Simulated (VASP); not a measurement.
Wanted: the native input for a VASP 6.6.1 run.

* Task: single point
* Functional: HSE06
* Potentials or basis: VASP PAW PBE potentials, release 64 (Cs_sv)
* Cutoff: 520 eV
* k mesh: 7 × 7 × 7
* Occupations: fermi-dirac, width 0.05 eV
* Spin: no spin polarisation
* Dipole correction: no
* Grid for exact exchange (PRECFOCK): Normal
* Further INCAR settings: ALGO = Normal; EDIFF = 1e-06; NBANDS = 10
* Share of exact exchange: 0.25
* Screening parameter: 0.2079 1/Å

The system is Cs.

```
CELL_PARAMETERS angstrom
-3.00000 3.00000 3.00000
3.00000 -3.00000 3.00000
3.00000 3.00000 -3.00000
ATOMIC_POSITIONS crystal
Cs 0.00000 0.00000 0.00000
```

The input as run:

POSCAR

```
Cs
1.0
   -3.0000000000      3.0000000000      3.0000000000
    3.0000000000     -3.0000000000      3.0000000000
    3.0000000000      3.0000000000     -3.0000000000
Cs
1
Direct
    0.0000000000      0.0000000000      0.0000000000
```

INCAR.step1

```
SYSTEM = Cs
  ALGO = Normal
  EDIFF = 1E-5
  ENCUT = 520
  GGA = PE
  ISIF = 2
  ISMEAR = -1
  LASPH = .TRUE.
  LCHARG = .FALSE.
  LREAL = .FALSE.
  LWAVE = .TRUE.
  NBANDS = 10
  NELM = 80
  PREC = Accurate
  SIGMA = 0.05
```

INCAR.step2

```
SYSTEM = Cs
  ALGO = Normal
  EDIFF = 1E-6
  ENCUT = 520
  GGA = PE
  HFSCREEN = 0.2079
  ISIF = 2
  ISMEAR = -1
  ISTART = 1
  LASPH = .TRUE.
  LCHARG = .FALSE.
  LHFCALC = .TRUE.
  LREAL = .FALSE.
  LWAVE = .FALSE.
  NBANDS = 10
  NELM = 80
  PREC = Accurate
  PRECFOCK = Normal
  SIGMA = 0.05
```

KPOINTS

```
k-points
0
G
  7 7 7
  0 0 0
```

Potentials or basis: VASP PAW PBE potentials, release 64 (Cs_sv).

Run with:

```bash
$ cat potpaw_PBE.64/Cs_sv/POTCAR > POTCAR
$ cp INCAR.step1 INCAR
$ mpirun -np 1 vasp_std > vasp.out
$ cp INCAR.step2 INCAR
$ mpirun -np 1 vasp_std > vasp.out
```

Results of the run:

```
Pressure               : 0.3 GPa
Band gap on the k mesh : zero (an odd number of electrons rules out a gap without spin polarisation)
```

Caveat: the PAW data sets were made with another functional, which shifts forces and pressure a little; spin-orbit coupling is left out, which moves the levels of the heavy elements.

Wall time 44 min on 1 thread of Intel(R) Xeon(R) Platinum 8259CL CPU @ 2.50GHz (Skylake/Cascade Lake) (shared host), peak memory 0.4 GiB.
